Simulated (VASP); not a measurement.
A run of VASP 6.6.1 is set up as follows.

File INCAR:

```
SYSTEM = W
  PREC = Accurate
  ENCUT = 520
  EDIFF = 1E-7
  ISMEAR = -1
  SIGMA = 0.4
  LREAL = .FALSE.
  LASPH = .TRUE.
  NELM = 60
  ALGO = Fast
  ISIF = 2
  LWAVE = .FALSE.
  LCHARG = .FALSE.
  GGA = PE
  NBANDS = 13
```

KPOINTS

```
Automatic mesh
0
G
  20 20 20
  0 0 0
```

File POSCAR:

```
W
1.0
   -1.6372325000      1.6372325000      1.5973000000
    1.6372325000     -1.6372325000      1.5973000000
    1.6372325000      1.6372325000     -1.5973000000
W
1
Direct
    0.0000000000      0.0000000000      0.0000000000
```

Potentials or basis: VASP PAW PBE potentials, release 64 (W_sv).

Run with:

```bash
$ cat potpaw_PBE.64/W_sv/POTCAR > POTCAR
$ mpirun -np 1 vasp_std > vasp.out
```

Problem. What does it give for the band gap on the k mesh?

Solution. Zero (bands 7 and 8 overlap by 5.65 eV).

Problem. Estimate the pressure.

Solution. -14.0 GPa.

Stress tensor (GPa, compression positive):
```
-15.83   0.00   0.00
  0.00 -15.83   0.00
  0.00   0.00 -10.24
```

Caveat: the cell differs from its parent crystal (strain +0.025 along x and y, +0.000 along z); the cell stands under tension; so wide a smearing shifts energies and pressures; spin-orbit coupling is left out, which moves the levels of the heavy elements.
